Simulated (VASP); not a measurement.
# Zr (Pm-3m) in VASP: notebook

The runs below take Zr through relaxation of cell and atoms, with PBEsol.

Program: VASP 6.6.1. These are calculated values, not measurements. Logs are shortened: lines on timing, memory, paths and dates and some standing lists are left out, and cuts for length are marked.

## 1. The cell of the first run

Symmetry: Pm-3m, No. 221, cubic system. The conventional cell has a = 2.238 Å, b = 2.238 Å, c = 2.238 Å, α = 90.00°, β = 90.00°, γ = 90.00°. Zr (site symmetry m-3m) has 6 Zr at 2.24 Å within 3.0 Å.

## 2. Relaxation of cell and atoms, PBEsol, target pressure 220 GPa, at which the enthalpy is minimised

Input file INCAR:

```
SYSTEM = Zr
PREC = Accurate
ENCUT = 600
EDIFF = 1E-6
ISMEAR = -1
SIGMA = 0.08
LREAL = .FALSE.
LASPH = .TRUE.
NELM = 80
ALGO = Normal
ISIF = 3
LWAVE = .FALSE.
LCHARG = .FALSE.
GGA = PS
IBRION = 2
NSW = 60
EDIFFG = -0.005
PSTRESS = 2200.0
```

Input file KPOINTS:

```
regular mesh
0
G
  17 17 17
  0 0 0
```

Input file POSCAR:

```
Zr
1.0
    2.2382009433      0.0000000000      0.0000000000
    0.0000000000      2.2382009433      0.0000000000
    0.0000000000      0.0000000000      2.2382009433
Zr
1
Direct
    0.0000000000      0.0000000000      0.0000000000
```

Potentials or basis: VASP PAW PBE potentials, release 64 (Zr_sv).

The run is started by

```bash
> cat potpaw_PBE.64/Zr_sv/POTCAR > POTCAR
> mpirun -np 1 vasp_std > vasp.out
```

OUTCAR:

```text
SYSTEM = Zr
   PREC = Accurate
   ENCUT = 600
   EDIFF = 1E-6
   ISMEAR = -1
   LREAL = .FALSE.
   LASPH = .TRUE.
   NELM = 80
   ISIF = 3
   GGA = PS
   IBRION = 2
   NSW = 60
   EDIFFG = -0.005
   PSTRESS = 2200.0

 ion  position               nearest neighbor table
   1  0.000  0.000  0.000-

  LATTYP: Found a simple cubic cell.
 ALAT       =     2.2382009433

  Lattice vectors:

 A1 = (   2.2382009433,   0.0000000000,   0.0000000000)
 A2 = (   0.0000000000,   2.2382009433,   0.0000000000)
 A3 = (   0.0000000000,   0.0000000000,   2.2382009433)

Analysis of symmetry for initial positions (statically):
=====================================================================
 Subroutine PRICEL returns:
 Original cell was already a primitive cell.

 Routine SETGRP: Setting up the symmetry group for a
 simple cubic supercell.

 Subroutine GETGRP returns: Found 48 space group operations
[... 9 lines left out ...]

 Routine SETGRP: Setting up the symmetry group for a
 simple cubic supercell.

 Subroutine GETGRP returns: Found 48 space group operations
[... 11 lines left out ...]
                                     Primitive cell

  volume of cell :      11.2124

  direct lattice vectors                    reciprocal lattice vectors
     2.238200943  0.000000000  0.000000000     0.446787409  0.000000000  0.000000000
     0.000000000  2.238200943  0.000000000     0.000000000  0.446787409  0.000000000
     0.000000000  0.000000000  2.238200943     0.000000000  0.000000000  0.446787409

  length of vectors
     2.238200943  2.238200943  2.238200943     0.446787409  0.446787409  0.446787409

  position of ions in fractional coordinates (direct lattice)
     0.000000000  0.000000000  0.000000000

  ion indices of the primitive-cell ions
   primitive index   ion index
                 1           1

----------------------------------------------------------------------------------------

 KPOINTS: regular mesh

Automatic generation of k-mesh.
 Grid dimensions read from file:
 generate k-points for:   17   17   17

 Generating k-lattice:

  Cartesian coordinates                     Fractional coordinates (reciprocal lattice)
     0.026281612  0.000000000  0.000000000     0.058823529  0.000000000  0.000000000
     0.000000000  0.026281612  0.000000000     0.000000000  0.058823529  0.000000000
     0.000000000  0.000000000  0.026281612     0.000000000  0.000000000  0.058823529

  Length of vectors
     0.026281612  0.026281612  0.026281612

  Shift w.r.t. Gamma in fractional coordinates (k-lattice)
     0.000000000  0.000000000  0.000000000

 Subroutine IBZKPT returns following result:
 ===========================================

 Found    165 irreducible k-points:

 Following reciprocal coordinates:
            Coordinates               Weight
  0.000000  0.000000  0.000000      1.000000
  0.058824  0.000000  0.000000      6.000000
  0.117647  0.000000  0.000000      6.000000
  0.176471  0.000000  0.000000      6.000000
  0.235294  0.000000  0.000000      6.000000
  0.294118  0.000000  0.000000      6.000000
[... 16 lines left out ...]
  0.411765  0.117647  0.000000     24.000000
  0.470588  0.117647  0.000000     24.000000
 [... further k-points ...]
   k-points           NKPTS =    165   k-points in BZ     NKDIM =    165   number of bands    NBANDS=     10
   number of dos      NEDOS =    301   number of ions     NIONS =      1
   total plane-waves  NPLWV =   5832
   dimension x,y,z NGX =    18 NGY =   18 NGZ =   18
   dimension x,y,z NGXF=    36 NGYF=   36 NGZF=   36
   ions per type =               1
   NGX,Y,Z   is equivalent  to a cutoff of  13.37, 13.37, 13.37 a.u.
   NGXF,Y,Z  is equivalent  to a cutoff of  26.74, 26.74, 26.74 a.u.
 SYSTEM =  Zr
   PREC   = accura    normal or accurate (medium, high low for compatibility)
   ISTART =      0    job   : 0-new  1-cont  2-samecut
   ICHARG =      2    charge: 1-file 2-atom 10-const
   ISPIN  =      1    spin polarized calculation?
   LNONCOLLINEAR =      F non collinear calculations
   LSORBIT =      F    spin-orbit coupling
   LASPH  =      T    aspherical Exc in radial PAW
   ENCUT  =  600.0 eV  44.10 Ry    6.64 a.u.   4.47  4.47  4.47*2*pi/ulx,y,z
   NELM   =     80;   NELMIN=  2; NELMDL= -5     # of ELM steps
   EDIFF  = 0.1E-05   stopping-criterion for ELM
   LREAL  =      F    real-space projection
   EDIFFG = -.5E-02   stopping-criterion for IOM
   NSW    =     60    number of steps for IOM
   IBRION =      2    ionic relax: 0-MD 1-quasi-New 2-CG
   NFREE  =      1    steps in history (QN), initial steepest desc. (CG)
   ISIF   =      3    stress and relaxation
   ISYM   =      2    0-nonsym 1-usesym 2-fastsym
   POTIM  = 0.5000    time-step for ionic-motion
   TEBEG  =    0.0;   TEEND  =   0.0 temperature during run
   PSTRESS= 2200.0 pullay stress
   NELECT =      12.0000    total number of electrons
   NUPDOWN=      -1.0000    fix difference up-down
   EMIN   =  10.00;   EMAX   =-10.00  energy-range for DOS
   EFERMI =   0.00;   METHOD = LEGACY
   ISMEAR =    -1;   SIGMA  =   0.08  broadening in eV -4-tet -1-fermi 0-gaus
   EFERMI_NEDOS =   21; number of points for ismear=-14 and -15
   IALGO  =     38    algorithm
   IMIX   =      4    mixing-type and parameters
     AMIX     =   0.40;   BMIX     =  1.00
     AMIX_MAG =   1.60;   BMIX_MAG =  1.00
  volume/ion in A,a.u.               =      11.21        75.66
  Fermi-wavevector in a.u.,A,eV,Ry     =   1.674568  3.164475 38.153167  2.804179
  Thomas-Fermi vector in A             =   2.759341
   LORBIT       =      0    0 simple, 1 ext, 2 COOP (PROOUT), +10 PAW based schemes
   GGA     = PS    functional components
   LHFCALC =     F    Hartree Fock is set to
   AEXX    =    0.0000 exact exchange contribution
   IVDW    =     0    specifies the selected vdW correction
   LEPSILON=     F    determine dielectric tensor
   LRPA    =     F    only Hartree local field effects (RPA)
 conjugate gradient relaxation of ions
 non-spin polarized calculation
  energy-cutoff  :      600.00
  volume of cell :       11.21
 maximum number of plane-waves:       386
 NGX is ok and might be reduce to    18
   NGX =  9   NGY =  9   NGZ =  9

--------------------------------------- Ionic step        1  -------------------------------------------

 number of electron      12.0000001 magnetization

 Free energy of the ion-electron system (eV)
  ---------------------------------------------------
  ext. energy  EPLUGINS =         0.00000000
  ---------------------------------------------------
  free energy    TOTEN  =        -3.28595598 eV

  energy without entropy =       -3.27365874  energy(sigma->0) =       -3.27980736

------------------------ aborting loop because EDIFF is reached ----------------------------------------

  FORCE on cell =-STRESS in cart. coord.  units (eV):
  Direction    XX          YY          ZZ          XY          YZ          ZX
  --------------------------------------------------------------------------------------
  -------------------------------------------------------------------------------------
  Total       17.2549497     17.2549497     17.2549497      0.0000000      0.0000000     -0.0000000
  in kB     2465.6251847   2465.6251847   2465.6251847      0.0000000      0.0000000     -0.0000000
  external PRESSURE =     265.6251847 kB  Pullay stress =    2200.0000000 kB

 VOLUME and BASIS-vectors are now :
 -----------------------------------------------------------------------------
  energy-cutoff  :      600.00
  volume of cell :       11.21
      direct lattice vectors                 reciprocal lattice vectors
     2.238200943  0.000000000  0.000000000     0.446787409  0.000000000  0.000000000
     0.000000000  2.238200943  0.000000000     0.000000000  0.446787409  0.000000000
     0.000000000  0.000000000  2.238200943     0.000000000  0.000000000  0.446787409
[... 81 lines left out ...]
  FREE ENERGIE OF THE ION-ELECTRON SYSTEM (eV)
  ---------------------------------------------------
  free  energy   TOTEN  =        -3.8698775680 eV

  energy  without entropy=       -3.8582810715  energy(sigma->0) =       -3.86407932

  enthalpy is  TOTEN    =        12.0814625976 eV   P V=       15.9513401656

--------------------------------------- Ionic step        4  -------------------------------------------

 number of electron      12.0000000 magnetization

 Free energy of the ion-electron system (eV)
  ---------------------------------------------------
  ext. energy  EPLUGINS =         0.00000000
  ---------------------------------------------------
  free energy    TOTEN  =        -3.80788252 eV

  energy without entropy =       -3.79624265  energy(sigma->0) =       -3.80206258

 E-fermi :  18.9019     XC(G=0): -14.7669

 val. band max:       18.8941011664   @ k =   0.4118   0.3529   0.0588
 cond. band min:      18.9445292404   @ k =   0.3529   0.2353   0.1765
 fundamental gap:      0.0504280741
 Fermi energy:        18.9018665185

 k-point     1 :       0.0000    0.0000    0.0000
  band No.  band energies     occupation
      1     -31.5552      2.00000
      2      -4.9445      2.00000
      3      -4.9445      2.00000
      4      -4.9445      2.00000
      5      13.7856      2.00000
      6      13.7856      2.00000
      7      14.4100      2.00000
      8      30.7769      0.00000
      9      30.7769      0.00000
     10      30.7769      0.00000

 k-point     2 :       0.0588    0.0000    0.0000
  band No.  band energies     occupation
      1     -31.5100      2.00000
      2      -5.2873      2.00000
      3      -4.9166      2.00000
      4      -4.9166      2.00000
      5      13.8407      2.00000
      6      14.0859      2.00000
      7      14.6948      2.00000
      8      30.2356      0.00000
      9      30.2356      0.00000
     10      30.8090      0.00000
[... 274 lines left out ...]
 k-point    24 :       0.4706    0.1176    0.0000
  band No.  band energies     occupation
      1     -29.8259      2.00000
      2     -12.1076      2.00000
      3      -5.1860      2.00000
      4      -3.9574      2.00000
      5      16.5969      2.00000
      6      18.1599      1.99981
      7      19.6249      0.00024
      8      22.6691      0.00000
      9      25.5323      0.00000
     10      30.3066      0.00000

 [... further k-points ...]
[... 5 lines left out ...]
  --------------------------------------------------------------------------------------
  -------------------------------------------------------------------------------------
  Total       15.8840361     15.8840361     15.8840361     -0.0000000     -0.0000000     -0.0000000
  in kB     2199.3291985   2199.3291985   2199.3291985     -0.0000000     -0.0000000     -0.0000000
  external PRESSURE =      -0.6708015 kB  Pullay stress =    2200.0000000 kB

 VOLUME and BASIS-vectors are now :
 -----------------------------------------------------------------------------
  energy-cutoff  :      600.00
  volume of cell :       11.57
      direct lattice vectors                 reciprocal lattice vectors
     2.261832304 -0.000000000 -0.000000000     0.442119426 -0.000000000 -0.000000000
     0.000000000  2.261832304 -0.000000000     0.000000000  0.442119426 -0.000000000
     0.000000000  0.000000000  2.261832304     0.000000000  0.000000000  0.442119426

 POSITION                                       TOTAL-FORCE (eV/Angst)
 -----------------------------------------------------------------------------------
      0.00000      0.00000      0.00000         0.000000      0.000000      0.000000
 -----------------------------------------------------------------------------------
    total drift:                                0.000000      0.000000      0.000000

  FREE ENERGIE OF THE ION-ELECTRON SYSTEM (eV)
  ---------------------------------------------------
  free  energy   TOTEN  =        -3.8078825172 eV

  energy  without entropy=       -3.7962426482  energy(sigma->0) =       -3.80206258

  enthalpy is  TOTEN    =        12.0809982400 eV   P V=       15.8888807572

 reached required accuracy - stopping structural energy minimisation
```

Wall time 40 s (1 thread of Intel Xeon 6975P-C, shared host); peak memory 0.15 GiB.

What came out:

| Item | Value |
| --- | --- |
| Free energy | -3.8079 eV |
| Relaxed volume | 11.57 Å³/atom |
| Relaxed cell | a = 2.262 Å, b = 2.262 Å, c = 2.262 Å, α = 90.00°, β = 90.00°, γ = 90.00° |
| Space group after relaxing (to 0.05 Å) | Pm-3m (No. 221) |
| Energy change on relaxing (the enthalpy is what falls) | -521.9 meV/atom |
| Ionic steps | 4 |
| Pressure after relaxing | 219.9 GPa |
| Band gap on the k mesh | zero (band 6 reaches 20.97 eV, above the bottom of band 7 at 13.38 eV) |

The path:
| step | energy change (eV) | largest force (eV/Å) | pressure (GPa) | volume (Å³) |
| --- | --- | --- | --- | --- |
| 1 | 0.0000 | 0.0000 | 246.56 | 11.21 |
| 2 | -3.1909 | 0.0000 | 92.73 | 14.51 |
| 3 | -0.5839 | 0.0000 | 216.79 | 11.62 |
| 4 | -0.5219 | 0.0000 | 219.93 | 11.57 |

Final structure:
```xyz
1
Lattice="2.2618 0.0000 0.0000 0.0000 2.2618 0.0000 0.0000 0.0000 2.2618" Properties=species:S:1:pos:R:3 pbc="T T T"
Zr    0.0000    0.0000    0.0000
```

Levels at points of the mesh, in eV from the Fermi level:
```
           k point  band 4  band 5  band 6  band 7  band 8  band 9
(0.00, 0.00, 0.00)  -23.85   -5.12   -5.12   -4.49   11.88   11.88
```

Caveat: the cell is relaxed towards a set pressure, so the enthalpy falls and the energy may rise; the PAW data sets were made with another functional, which shifts forces and pressure a little.

## 3. Relaxation of cell and atoms, PBEsol, target pressure 220 GPa, at which the enthalpy is minimised

This run uses another cell than the first one, of 11.52 Å³/atom, 1.027 times its volume.

Input file INCAR:

```
PREC = Accurate
ENCUT = 600
EDIFF = 1E-6
ISMEAR = -1
SIGMA = 0.08
LREAL = False
LASPH = True
NELM = 100
ALGO = Normal
ISIF = 3
LWAVE = False
LCHARG = False
GGA = PS
IBRION = 2
NSW = 32
EDIFFG = -0.005
PSTRESS = 2200.0
```

Input file KPOINTS:

```
Automatic mesh
0
Gamma
  17 17 17
```

Input file POSCAR:

```
Zr
1.0
    2.2585213734      0.0000000000      0.0000000000
    0.0000000000      2.2585213734      0.0000000000
    0.0000000000      0.0000000000      2.2585213734
Zr
1
Direct
    0.0000000000      0.0000000000      0.0000000000
```

Potentials or basis: VASP PAW PBE potentials, release 64 (Zr_sv).

The run is started by

```bash
> cat potpaw_PBE.64/Zr_sv/POTCAR > POTCAR
> mpirun -np 1 vasp_std > vasp.out
```

It took 27 s on 1 thread of Intel Xeon 6975P-C, shared host; peak memory 0.14 GiB.

It converged, with:

```
Free energy                                            : -3.8068 eV
Relaxed volume                                         : 11.57 Å³/atom
Relaxed cell                                           : a = 2.262 Å, b = 2.262 Å, c = 2.262 Å, α = 90.00°, β = 90.00°, γ = 90.00°
Space group after relaxing (to 0.05 Å)                 : Pm-3m (No. 221)
Energy change on relaxing (the enthalpy is what falls) : -68.8 meV/atom
Ionic steps                                            : 4
Pressure after relaxing                                : 220.0 GPa
Band gap on the k mesh                                 : zero (band 6 reaches 20.97 eV, above the bottom of band 7 at 13.38 eV)
```

The path:
```csv
step,energy change (eV),largest force (eV/Å),pressure (GPa),volume (Å³)
1,0.0000,0.0000,223.54,11.52
2,-0.5605,0.0000,195.21,11.95
3,-0.0705,0.0000,219.91,11.57
4,-0.0688,0.0000,220.01,11.57
```

Final structure:
```cif
data_structure
_symmetry_space_group_name_H-M 'P 1'
_symmetry_Int_Tables_number 1
_cell_length_a 2.2618
_cell_length_b 2.2618
_cell_length_c 2.2618
_cell_angle_alpha 90.000
_cell_angle_beta 90.000
_cell_angle_gamma 90.000
_cell_volume 11.57
loop_
_atom_site_label
_atom_site_type_symbol
_atom_site_fract_x
_atom_site_fract_y
_atom_site_fract_z
_atom_site_occupancy
Zr1 Zr 0.00000 0.00000 0.00000 1
```

Levels at points of the mesh, in eV from the Fermi level:
```tsv
k point	band 2	band 3	band 4	band 5	band 6	band 7	band 8	band 9	band 10
(0.00, 0.00, 0.00)	-23.85	-23.85	-23.85	-5.12	-5.12	-4.49	11.88	11.88	11.88
```

Caveat: the cell is relaxed towards a set pressure, so the enthalpy falls and the energy may rise; the PAW data sets were made with another functional, which shifts forces and pressure a little.
